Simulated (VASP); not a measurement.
Set up this calculation in VASP 6.6.1, as the native input.

```
Task                   : electric field gradients
Functional             : PBE
Potentials or basis    : VASP PAW PBE potentials, release 64 (Cd, S)
Cutoff                 : 520 eV
k mesh                 : 7 × 7 × 4
Occupations            : fermi-dirac, width 0.01 eV
Spin                   : no spin polarisation
Dipole correction      : no
Further INCAR settings : ALGO = Normal; EDIFF = 1e-08; NBANDS = 26
```

The structure of CdS lies in POSCAR:

```
CdS
1.0
    4.2158942859      0.0000000000      0.0000000000
   -2.1079471430      3.6510715513      0.0000000000
    0.0000000000      0.0000000000      6.8813669385
Cd S
2 2
Direct
    0.3333333333      0.6666666667      0.0000000000
    0.6666666667      0.3333333333      0.5000000000
    0.3333333333      0.6666666667      0.3850000000
    0.6666666667      0.3333333333      0.8850000000
```

This cell differs from its parent crystal: volume scaled by 1.06.

One way to write it, as run:

INCAR

```
SYSTEM = CdS
PREC = Accurate ; ENCUT = 520
EDIFF = 1E-8 ; ISMEAR = -1
SIGMA = 0.01 ; LREAL = .FALSE.
LASPH = .TRUE. ; NELM = 60
ALGO = Normal ; ISIF = 2
LWAVE = .FALSE. ; LCHARG = .FALSE.
GGA = PE ; LEFG = .TRUE.
NBANDS = 26
```

KPOINTS

```
regular mesh
0
G
  7 7 4
  0 0 0
```

Potentials or basis: VASP PAW PBE potentials, release 64 (Cd, S).

Run with:

```bash
$ cat potpaw_PBE.64/Cd/POTCAR potpaw_PBE.64/S/POTCAR > POTCAR
$ mpirun -np 1 vasp_std > vasp.out
```

Results of the run:

```json
{
  "Pressure": "-0.5 GPa",
  "Largest force": "0.213 eV/Å",
  "Band gap on the k mesh": "1.09 eV, direct"
}
```

Caveat: without QUAD_EFG the Cq values of the log hold for a quadrupole moment of 1 mb, not for the nuclei.

Run time: 32 s on 1 thread of Intel(R) Xeon(R) 6975P-C (Granite Rapids), with other jobs on the host, peak memory 0.24 GiB.
